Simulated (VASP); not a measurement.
# CaC2 (I4/mmm) in VASP: a series of runs, part 2 of 2

VASP 6.6.1.

## (6) Single point, LDA (strain +0.025 along x and y, +0.000 along z)

Input file INCAR:

```
  PREC = Accurate
  ENCUT = 600
  EDIFF = 1E-6
  ISMEAR = 0
  SIGMA = 0.05
  LREAL = False
  LASPH = True
  NELM = 120
  ALGO = Normal
  ISIF = 2
  LWAVE = False
  LCHARG = False
  NBANDS = 16
  GGA_COMPAT = False
```

Input file KPOINTS:

```
Automatic mesh
0
Gamma
  10 10 10
```

Input file POSCAR:

```
CaC2
1.0
   -1.9258949960      1.9258949960      3.1388106270
    1.9258949960     -1.9258949960      3.1388106270
    1.9258949960      1.9258949960     -3.1388106270
Ca C
1 2
Direct
    0.0000000000      0.0000000000      0.0000000000
    0.5996770466      0.5996770466      0.0000000000
    0.4003229534      0.4003229534      0.0000000000
```

Potentials or basis: VASP PAW LDA potentials, release 64 (Ca_sv, C).

On the command line:

```sh
$ cat potpaw_LDA.64/Ca_sv/POTCAR potpaw_LDA.64/C/POTCAR > POTCAR
$ mpirun -np 1 vasp_std > vasp.out
```

OUTCAR:

```text
PREC = Accurate
   ENCUT = 600
   EDIFF = 1E-6
   ISMEAR = 0
   LREAL = False
   LASPH = True
   NELM = 120
   ISIF = 2

 ion  position               nearest neighbor table
   1  0.000  0.000  0.000-   2 2.51   3 2.51
   2  0.600  0.600  0.000-   3 1.25   1 2.51
   3  0.400  0.400  0.000-   2 1.25   1 2.51

  LATTYP: Found a body centered tetragonal cell.
 ALAT       =     3.8517899920
 C/A-ratio  =     1.6297932304

  Lattice vectors:

 A1 = (  -1.9258949960,   1.9258949960,   3.1388106270)
 A2 = (   1.9258949960,  -1.9258949960,   3.1388106270)
 A3 = (   1.9258949960,   1.9258949960,  -3.1388106270)

Analysis of symmetry for initial positions (statically):
=====================================================================
 Subroutine PRICEL returns:
 Original cell was already a primitive cell.

 Routine SETGRP: Setting up the symmetry group for a
 body centered tetragonal supercell.

 Subroutine GETGRP returns: Found 16 space group operations
 (whereof 16 operations were pure point group operations)
 out of a pool of 16 trial point group operations.

[... 164 lines left out ...]

 E-fermi :   1.6284     XC(G=0):  -9.9358

 val. band max:        1.3906472821   @ k =  -0.4000  -0.4000   0.4000
 cond. band min:       2.4997454338   @ k =   0.5000   0.5000  -0.0000
 fundamental gap:      1.1090981517
 Fermi energy:         1.6283819174

 k-point     1 :       0.0000    0.0000    0.0000
  band No.  band energies     occupation
      1     -36.8753      2.00000
      2     -18.1949      2.00000
      3     -18.1949      2.00000
      4     -18.0709      2.00000
      5     -11.3509      2.00000
      6      -1.3646      2.00000
[... 433 lines left out ...]
      3     -18.2758      2.00000
      4     -18.1229      2.00000
      5     -10.9246      2.00000
      6      -2.3046      2.00000
[... 8 lines left out ...]
     15       9.4385      0.00000
     16       9.8574      0.00000

 [... further k-points ...]

------------------------ aborting loop because EDIFF is reached ----------------------------------------

  FORCE on cell =-STRESS in cart. coord.  units (eV):
  Direction    XX          YY          ZZ          XY          YZ          ZX
  --------------------------------------------------------------------------------------
  -------------------------------------------------------------------------------------
  Total       -0.9139436     -0.9139436      0.0276044      0.0000000      0.0000000      0.0000000
  in kB      -31.4441350    -31.4441350      0.9497276      0.0000000      0.0000000      0.0000000
  external PRESSURE =     -20.6461808 kB  Pullay stress =       0.0000000 kB

 VOLUME and BASIS-vectors are now :
 -----------------------------------------------------------------------------
  energy-cutoff  :      600.00
  volume of cell :       46.57
      direct lattice vectors                 reciprocal lattice vectors
    -1.925894996  1.925894996  3.138810627     0.000000000  0.259619554  0.159296007
     1.925894996 -1.925894996  3.138810627     0.259619554  0.000000000  0.159296007
     1.925894996  1.925894996 -3.138810627     0.259619554  0.259619554  0.000000000

 POSITION                                       TOTAL-FORCE (eV/Angst)
 -----------------------------------------------------------------------------------
      0.00000      0.00000      0.00000         0.000000      0.000000     -0.000000
      0.00000      0.00000      3.76455         0.000000      0.000000      0.159359
      0.00000      0.00000      2.51308        -0.000000     -0.000000     -0.159359
 -----------------------------------------------------------------------------------
    total drift:                                0.000000     -0.000000     -0.000000

  FREE ENERGIE OF THE ION-ELECTRON SYSTEM (eV)
  ---------------------------------------------------
  free  energy   TOTEN  =       -22.1678222590 eV

  energy  without entropy=      -22.1678222590  energy(sigma->0) =      -22.16782226
```

OSZICAR:

```text
N       E                     dE             d eps       ncg     rms          rms(c)
DAV:   1     0.125253316055E+03    0.12525E+03   -0.96113E+03  3264   0.119E+03
DAV:   2    -0.185564690754E+02   -0.14381E+03   -0.13840E+03  4128   0.284E+02
DAV:   3    -0.247214392114E+02   -0.61650E+01   -0.61402E+01  4296   0.577E+01
DAV:   4    -0.249952880593E+02   -0.27385E+00   -0.27373E+00  5272   0.102E+01
DAV:   5    -0.249969201031E+02   -0.16320E-02   -0.16320E-02  4184   0.836E-01    0.917E+00
DAV:   6    -0.224038902085E+02    0.25930E+01   -0.54921E+00  3624   0.124E+01    0.432E+00
DAV:   7    -0.221857779596E+02    0.21811E+00   -0.14551E+00  4752   0.618E+00    0.173E+00
DAV:   8    -0.221769446060E+02    0.88334E-02   -0.22038E-01  4152   0.297E+00    0.491E-01
DAV:   9    -0.221676854089E+02    0.92592E-02   -0.32376E-02  4032   0.110E+00    0.137E-01
DAV:  10    -0.221678155540E+02   -0.13015E-03   -0.34829E-03  5024   0.376E-01    0.635E-02
DAV:  11    -0.221678693593E+02   -0.53805E-04   -0.18773E-04  4864   0.894E-02    0.477E-02
DAV:  12    -0.221678255871E+02    0.43772E-04   -0.11939E-04  4280   0.854E-02    0.129E-02
DAV:  13    -0.221678223022E+02    0.32849E-05   -0.36091E-05  4248   0.336E-02    0.459E-03
DAV:  14    -0.221678222590E+02    0.43218E-07   -0.18379E-06  3320   0.995E-03
   1 F= -.22167822E+02 E0= -.22167822E+02  d E =-.858920E-14
```

stdout:

```text
POSCAR found type information on POSCAR CaC
 POSCAR found :  2 types and       3 ions
 scaLAPACK will be used
 LDA part: xc-table for (Slater(with rela. corr.)+CA(PZ))
 , standard interpolation
 POSCAR, INCAR and KPOINTS ok, starting setup
 FFT: planning ... GRIDC
 FFT: planning ... GRID_SOFT
 FFT: planning ... GRID
 WAVECAR not read
 entering main loop
```

Wall time 3 min (1 thread of Intel Xeon 8259CL, shared host); peak memory 0.23 GiB.

Results:

```yaml
Free_energy: -22.1678 eV
Pressure: -2.1 GPa
Largest_force: 0.159 eV/Å
Band_gap_on_the_k_mesh: 1.11 eV (least direct gap 2.21 eV)
```

Forces in eV/Å, atoms in the order of the input:
```
Ca   0.000  0.000  0.000
C    0.000  0.000  0.159
C    0.000  0.000 -0.159
```

Stress tensor (GPa, compression positive):
```
-3.14  0.00  0.00
 0.00 -3.14  0.00
 0.00  0.00  0.09
```

Caveat: the cell differs from its parent crystal (strain +0.025 along x and y, +0.000 along z).

## (7) Overview

```tsv
cell	gap on the mesh (eV)	pressure (GPa)	largest force (eV/Å)
a = 4.039 Å, angles 123.0, 123.0, 84.8°, 3 atoms	1.23	10.9	5.52
a = 4.173 Å, angles 126.5, 126.5, 79.1°, 3 atoms	0.76	-4.6	1.95
a = 4.097 Å, angles 123.9, 123.9, 83.3°, 3 atoms	1.20	3.7	2.60
a = 4.234 Å, angles 127.3, 127.3, 77.8°, 3 atoms	0.65	-8.5	3.63
a = 4.156 Å, angles 124.8, 124.8, 81.9°, 3 atoms	1.11	-2.1	0.16
```

Alike in all rows: task single point; level LDA; potentials or basis VASP PAW LDA potentials, release 64 (Ca_sv, C); no spin polarisation; k mesh 10 × 10 × 10; cutoff (eV) 600; smearing gaussian 0.05 eV.

Caveats: forces of over 1 eV/Å act on the atoms, so gaps and moduli don't describe the material at rest (at least some runs); the cell stands under pressure (at least some runs); the cell stands under tension (at least some runs).

Absolute energies hang on the potentials; compare differences alone.
